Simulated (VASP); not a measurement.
A run of VASP 6.6.1:

Contents of INCAR:

```
  PREC = Accurate
  ENCUT = 520
  EDIFF = 1E-7
  ISMEAR = -1
  SIGMA = 0.05
  LREAL = False
  LASPH = True
  NELM = 80
  ALGO = Normal
  ISIF = 2
  LWAVE = False
  LCHARG = True
  LDIPOL = True
  IDIPOL = 3
  DIPOL = 0.5 0.5 0.500
  GGA = PE
  LELF = True
  LVHAR = True
  LVACPOTAV = True
  NBANDS = 28
```

The input KPOINTS:

```
Automatic mesh
0
Gamma
  9 9 1
```

File POSCAR:

```
Ba
1.0
    4.3517731883      0.0000000000      0.0000000000
   -1.4505910628      4.1028911088      0.0000000000
    0.0000000000      0.0000000000     21.5050000000
Ba
4
Direct
    0.2500000000      0.2500000000      0.2557554453
    0.7500000000      0.7500000000      0.4169394978
    0.2500000000      0.2500000000      0.5830607878
    0.7500000000      0.7500000000      0.7442445547
```

Potentials or basis: VASP PAW PBE potentials, release 64 (Ba_sv).

Command:

```console
$ cat potpaw_PBE.64/Ba_sv/POTCAR > POTCAR
$ mpirun -np 1 vasp_std > vasp.out
```

Hardware: 1 thread of AMD EPYC 7R43 64-Core Processor (Zen 3), on a shared host.

Question: How long does it take, and how much memory?

Answer: Wall time 6.9 min on 1 thread of AMD EPYC 7R43 64-Core Processor (Zen 3), with other jobs on the host, peak memory 0.49 GiB. Counts: scf iterations 19, k points 25.
